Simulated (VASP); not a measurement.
# Na (Pm-3m) in VASP: notebook, part 2 of 2

VASP 6.6.1. The steps go on from the part before.

### Step 4. Relaxation of cell and atoms, LDA, target pressure 20 GPa, at which the enthalpy is minimised

Contents of INCAR:

```
PREC     = Accurate       # precision mode
ENCUT    = 500            # plane-wave cutoff, eV
EDIFF    = 1E-7           # SCF threshold, eV
ISMEAR   = 1              # smearing method
SIGMA    = 0.1            # smearing width, eV
LREAL    = F              # projectors in reciprocal space
LASPH    = T              # aspherical terms in the spheres
NELM     = 120            # most SCF steps
ALGO     = Normal         # electronic algorithm
ISIF     = 3              # what is computed and relaxed
LWAVE    = F              # write WAVECAR
LCHARG   = F              # write CHGCAR
IBRION   = 2              # ionic algorithm
NSW      = 60             # ionic steps
EDIFFG   = -0.02          # ionic threshold
PSTRESS  = 200.0        
GGA_COMPAT= F            
NELMIN   = 4
```

Contents of KPOINTS:

```
Automatic mesh
0
Gamma
  6 6 6
```

Contents of POSCAR:

```
Na
1.0
    3.5100000000      0.0000000000      0.0000000000
    0.0000000000      3.5100000000      0.0000000000
    0.0000000000      0.0000000000      3.5100000000
Na
1
Direct
    0.0000000000      0.0000000000      0.0000000000
```

Potentials or basis: VASP PAW LDA potentials, release 64 (Na_pv).

Command:

```sh
$ cat potpaw_LDA.64/Na_pv/POTCAR > POTCAR
$ mpirun -np 1 vasp_std > vasp.out
```

OUTCAR:

```text
PREC = Accurate
   ENCUT = 500
   EDIFF = 1E-7
   ISMEAR = 1
   LREAL = F
   LASPH = T
   NELM = 120
   ISIF = 3
   IBRION = 2
   NSW = 60
   EDIFFG = -0.02
   PSTRESS = 200.0
   NELMIN = 4

 ion  position               nearest neighbor table
   1  0.000  0.000  0.000-

  LATTYP: Found a simple cubic cell.
 ALAT       =     3.5100000000

  Lattice vectors:

 A1 = (   3.5100000000,   0.0000000000,   0.0000000000)
 A2 = (   0.0000000000,   3.5100000000,   0.0000000000)
 A3 = (   0.0000000000,   0.0000000000,   3.5100000000)

Analysis of symmetry for initial positions (statically):
=====================================================================
 Subroutine PRICEL returns:
 Original cell was already a primitive cell.

 Routine SETGRP: Setting up the symmetry group for a
 simple cubic supercell.

 Subroutine GETGRP returns: Found 48 space group operations
 (whereof 48 operations were pure point group operations)
 out of a pool of 48 trial point group operations.

The static configuration has the point symmetry O_h .

Analysis of symmetry for dynamics (positions and initial velocities):
=====================================================================
 Subroutine PRICEL returns:
 Original cell was already a primitive cell.

 Routine SETGRP: Setting up the symmetry group for a
 simple cubic supercell.

 Subroutine GETGRP returns: Found 48 space group operations
 (whereof 48 operations were pure point group operations)
 out of a pool of 48 trial point group operations.

The dynamic configuration has the point symmetry O_h .

 Subroutine INISYM returns: Found 48 space group operations
 (whereof 48 operations are pure point group operations),
 and found     1 'primitive' translations

----------------------------------------------------------------------------------------

                                     Primitive cell

[... 82 lines left out ...]
   NELM   =    120;   NELMIN=  4; NELMDL= -5     # of ELM steps
   EDIFF  = 0.1E-06   stopping-criterion for ELM
   LREAL  =      F    real-space projection
   EDIFFG = -.2E-01   stopping-criterion for IOM
   NSW    =     60    number of steps for IOM
   IBRION =      2    ionic relax: 0-MD 1-quasi-New 2-CG
   NFREE  =      1    steps in history (QN), initial steepest desc. (CG)
   ISIF   =      3    stress and relaxation
   ISYM   =      2    0-nonsym 1-usesym 2-fastsym
   POTIM  = 0.5000    time-step for ionic-motion
   TEBEG  =    0.0;   TEEND  =   0.0 temperature during run
   PSTRESS=  200.0 pullay stress
   NELECT =       7.0000    total number of electrons
   NUPDOWN=      -1.0000    fix difference up-down
   EMIN   =  10.00;   EMAX   =-10.00  energy-range for DOS
   EFERMI =   0.00;   METHOD = LEGACY
   ISMEAR =     1;   SIGMA  =   0.10  broadening in eV -4-tet -1-fermi 0-gaus
   EFERMI_NEDOS =   21; number of points for ismear=-14 and -15
   IALGO  =     38    algorithm
   IMIX   =      4    mixing-type and parameters
     AMIX     =   0.40;   BMIX     =  1.00
     AMIX_MAG =   1.60;   BMIX_MAG =  1.00
  volume/ion in A,a.u.               =      43.24       291.82
  Fermi-wavevector in a.u.,A,eV,Ry     =   0.892210  1.686032 10.830763  0.796039
  Thomas-Fermi vector in A             =   2.014130
   LORBIT       =      0    0 simple, 1 ext, 2 COOP (PROOUT), +10 PAW based schemes
   GGA     = CA    functional components
   LHFCALC =     F    Hartree Fock is set to
   AEXX    =    0.0000 exact exchange contribution
   IVDW    =     0    specifies the selected vdW correction
   LEPSILON=     F    determine dielectric tensor
   LRPA    =     F    only Hartree local field effects (RPA)
 conjugate gradient relaxation of ions
 non-spin polarized calculation
 Methfessel and Paxton  Order N= 1 SIGMA  =   0.10
  energy-cutoff  :      500.00
  volume of cell :       43.24
 maximum number of plane-waves:      1108
 NGX is ok and might be reduce to    28
   NGX = 13   NGY = 13   NGZ = 13

--------------------------------------- Ionic step        1  -------------------------------------------

 number of electron       6.9999995 magnetization

 Free energy of the ion-electron system (eV)
  ---------------------------------------------------
  ext. energy  EPLUGINS =         0.00000000
  ---------------------------------------------------
  free energy    TOTEN  =        -1.28546525 eV

  energy without entropy =       -1.28176239  energy(sigma->0) =       -1.28423096

 E-fermi :  -0.1374     XC(G=0):  -6.2978

 val. band max:       -0.1707376243   @ k =   0.5000   0.0000   0.0000
 cond. band min:      -0.1369675408   @ k =   0.3333   0.3333   0.1667
 fundamental gap:      0.0337700835
 Fermi energy:        -0.1373980835
[... 511 lines left out ...]
  energy  without entropy=       -0.6582377539  energy(sigma->0) =       -0.66074410

  enthalpy is  TOTEN    =         1.5149324474 eV   P V=        2.1769297136

[... ionic steps 4 to 14 ...]

--------------------------------------- Ionic step       15  -------------------------------------------

 number of electron       7.0000003 magnetization

------------------------ aborting loop because EDIFF is reached ----------------------------------------
[... 69 lines left out ...]
--------------------------------------- Ionic step       17  -------------------------------------------

 number of electron       7.0000003 magnetization

 Free energy of the ion-electron system (eV)
  ---------------------------------------------------
  ext. energy  EPLUGINS =         0.00000000
  ---------------------------------------------------
  free energy    TOTEN  =        -0.67269658 eV

  energy without entropy =       -0.66896284  energy(sigma->0) =       -0.67145200

 E-fermi :   3.6439     XC(G=0):  -9.2621

 val. band max:        3.2170729592   @ k =   0.5000   0.0000   0.0000
 cond. band min:       3.6521855319   @ k =   0.3333   0.3333   0.1667
 fundamental gap:      0.4351125727
 Fermi energy:         3.6439029947
[... 230 lines left out ...]
  energy  without entropy=       -0.6689628358  energy(sigma->0) =       -0.67145200

  enthalpy is  TOTEN    =         1.5148482210 eV   P V=        2.1875447997

 reached required accuracy - stopping structural energy minimisation
```

Wall time 37 s (1 thread of Intel Xeon Platinum 8488C (Sapphire Rapids), shared host); peak memory 0.13 GiB.

What came out:

* Free energy: -0.6727 eV
* Relaxed volume: 17.52 Å³/atom
* Relaxed cell: a = 2.597 Å, b = 2.597 Å, c = 2.597 Å, α = 90.00°, β = 90.00°, γ = 90.00°
* Space group after relaxing (to 0.05 Å): Pm-3m (No. 221)
* Energy change on relaxing (the enthalpy is what falls): +612.8 meV/atom
* Ionic steps: 17
* Pressure after relaxing: 20.0 GPa

The path:
| step | energy change (eV) | largest force (eV/Å) | pressure (GPa) | volume (Å³) |
| --- | --- | --- | --- | --- |
| 1 | 0.0000 | 0.0000 | -0.95 | 43.24 |
| 2 | 0.7340 | 0.0000 | 23.71 | 16.63 |
| 3 | 0.6235 | 0.0000 | 20.34 | 17.44 |
| 4 | 0.5778 | 0.0000 | 18.96 | 17.81 |
| 5 | 0.5785 | 0.0000 | 18.99 | 17.81 |
| 6 | 0.5807 | 0.0000 | 19.06 | 17.79 |
| 7 | 0.5807 | 0.0000 | 19.04 | 17.79 |
| 8 | 0.5808 | 0.0000 | 19.04 | 17.79 |
| 9 | 0.5810 | 0.0000 | 19.05 | 17.79 |
| 10 | 0.5813 | 0.0000 | 19.06 | 17.78 |
| 11 | 0.5819 | 0.0000 | 19.09 | 17.78 |
| 12 | 0.5832 | 0.0000 | 19.12 | 17.77 |
| 13 | 0.5857 | 0.0000 | 19.21 | 17.75 |
| 14 | 0.5907 | 0.0000 | 19.38 | 17.70 |
| 15 | 0.6009 | 0.0000 | 19.65 | 17.62 |
| 16 | 0.6217 | 0.0000 | 20.27 | 17.45 |
| 17 | 0.6128 | 0.0000 | 19.99 | 17.52 |

Final structure:
```yaml
crystal:
  lattice:
    - [2.59744, 0.00000, 0.00000]
    - [0.00000, 2.59744, 0.00000]
    - [0.00000, 0.00000, 2.59744]
  atoms:
    - { symbol: Na, position: [0.00000, 0.00000, 0.00000] }
```

Levels at points of the mesh, in eV from the Fermi level:
| k point | band 1 | band 2 | band 3 | band 4 | band 5 | band 6 | band 7 |
| --- | --- | --- | --- | --- | --- | --- | --- |
| (0.00, 0.00, 0.00) | -25.43 | -25.43 | -25.43 | -5.41 | 11.77 | 11.77 | 16.19 |
| (0.50, 0.00, 0.00) | -25.97 | -25.38 | -25.38 | -0.43 | 0.86 | 15.52 | 18.05 |
| (0.50, 0.50, 0.00) | -25.87 | -25.87 | -25.34 | 3.26 | 5.08 | 5.08 | 8.10 |
| (0.50, 0.50, 0.50) | -25.78 | -25.78 | -25.78 | 7.79 | 7.79 | 7.79 | 10.03 |

Caveat: the cell is relaxed towards a set pressure, so the enthalpy falls and the energy may rise; the volume moved by over 15 % at a fixed basis, so the end points are rough.

### Step 5. Relaxation of cell and atoms, LDA, target pressure 30 GPa, at which the enthalpy is minimised

Contents of INCAR:

```
SYSTEM = Na
ALGO = Normal ; EDIFF = 1E-7
EDIFFG = -0.02 ; ENCUT = 500
GGA = CA ; GGA_COMPAT = .FALSE.
IBRION = 2 ; ISIF = 3
ISMEAR = 1 ; LASPH = .TRUE.
LCHARG = .FALSE. ; LREAL = .FALSE.
LWAVE = .FALSE. ; NELM = 120
NELMIN = 4 ; NSW = 60
PREC = Accurate ; PSTRESS = 300.0
SIGMA = 0.1
```

Contents of KPOINTS:

```
k-points
0
G
  6 6 6
  0 0 0
```

POSCAR is that of step 4.

Command:

```sh
$ cat potpaw_LDA.64/Na_pv/POTCAR > POTCAR
$ mpirun -np 1 vasp_std > vasp.out
```

It took 21 s on 1 thread of Intel Xeon Platinum 8488C (Sapphire Rapids), shared host; peak memory 0.14 GiB.

The run converged. Its results:

```
Free energy                                            : -0.3576 eV
Relaxed volume                                         : 15.47 Å³/atom
Relaxed cell                                           : a = 2.491 Å, b = 2.491 Å, c = 2.491 Å, α = 90.00°, β = 90.00°, γ = 90.00°
Space group after relaxing (to 0.05 Å)                 : Pm-3m (No. 221)
Energy change on relaxing (the enthalpy is what falls) : +927.8 meV/atom
Ionic steps                                            : 6
Pressure after relaxing                                : 29.8 GPa
```

The path:
```
step  energy change (eV)  largest force (eV/Å)  pressure (GPa)  volume (Å³)
   1              0.0000                0.0000           -0.95        43.24
   2              3.5147                0.0000          134.32         9.20
   3              0.7830                0.0000           25.22        16.31
   4              0.8886                0.0000           28.55        15.68
   5              0.9582                0.0000           30.80        15.31
   6              0.9278                0.0000           29.83        15.47
```

Final structure:
```
CELL_PARAMETERS angstrom
2.49150 0.00000 0.00000
0.00000 2.49150 0.00000
0.00000 0.00000 2.49150
ATOMIC_POSITIONS crystal
Na 0.00000 0.00000 0.00000
```

Levels at points of the mesh, in eV from the Fermi level:
```csv
k point,band 1,band 2,band 3,band 4,band 5,band 6,band 7
"(0.00, 0.00, 0.00)",-25.60,-25.60,-25.60,-5.80,12.39,12.39,17.59
"(0.50, 0.00, 0.00)",-26.34,-25.54,-25.54,-0.46,1.09,16.45,19.22
"(0.50, 0.50, 0.00)",-26.19,-26.19,-25.48,3.16,5.61,5.61,9.02
"(0.50, 0.50, 0.50)",-26.08,-26.08,-26.08,8.08,8.08,8.08,12.15
```

Caveat: the cell is relaxed towards a set pressure, so the enthalpy falls and the energy may rise; the volume moved by over 15 % at a fixed basis, so the end points are rough.

### Step 6. Overview

| cell | gap on the mesh (eV) | pressure (GPa) |
| --- | --- | --- |
| relaxed | none | 0.0 |
| relaxed to 10 GPa | none | 9.9 |
| relaxed to 20 GPa | none | 20.0 |
| relaxed to 30 GPa | none | 29.8 |

Alike in all rows: task relaxation of cell and atoms; level LDA; potentials or basis VASP PAW LDA potentials, release 64 (Na_pv); no spin polarisation; k mesh 6 × 6 × 6; cutoff (eV) 500; smearing methfessel-paxton 0.1 eV.

Caveats: the volume moved by over 15 % at a fixed basis, so the end points are rough; the cell is relaxed towards a set pressure, so the enthalpy falls and the energy may rise (some runs).

Absolute energies hang on the potentials; compare differences alone.
